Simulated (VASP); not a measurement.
A run of VASP 6.6.1 is set up as follows.

File INCAR:

```
  ALGO = Normal
  EDIFF = 1E-6
  ENCUT = 500
  GGA = PE
  GGA_COMPAT = F
  ISIF = 2
  ISMEAR = 0
  IVDW = 12
  LASPH = T
  LCHARG = F
  LREAL = F
  LWAVE = F
  NBANDS = 25
  NELM = 120
  PREC = Accurate
  SIGMA = 0.02
```

File KPOINTS:

```
k-points
0
Gamma
  6 6 6
```

POSCAR

```
SiSe2
1.0
   -2.9212885036      4.7609908349      2.9179660260
    2.9212885036     -4.7609908349      2.9179660260
    2.9212885036      4.7609908349     -2.9179660260
Si Se
2 4
Direct
    0.7500000000      0.7500000000      0.0000000000
    0.2500000000      0.2500000000      0.0000000000
    0.1261624635      0.2228978143      0.3490602778
    0.8738375365      0.7771021857      0.6509397222
    0.3738375365      0.7228978143      0.0967353508
    0.6261624635      0.2771021857      0.9032646492
```

Potentials or basis: VASP PAW PBE potentials, release 64 (Si, Se).

Command:

```console
$ cat potpaw_PBE.64/Si/POTCAR potpaw_PBE.64/Se/POTCAR > POTCAR
$ mpirun -np 1 vasp_std > vasp.out
```

(1) Predict the pressure.

(2) Predict the largest force.

(3) Predict the dispersion energy per atom.

(4) What does it give for the band gap on the k mesh?

Answers

(1) 0.1 GPa.

(2) 0.028 eV/Å.

(3) -0.282 eV.

(4) 1.52 eV, indirect (least direct gap 1.78 eV).
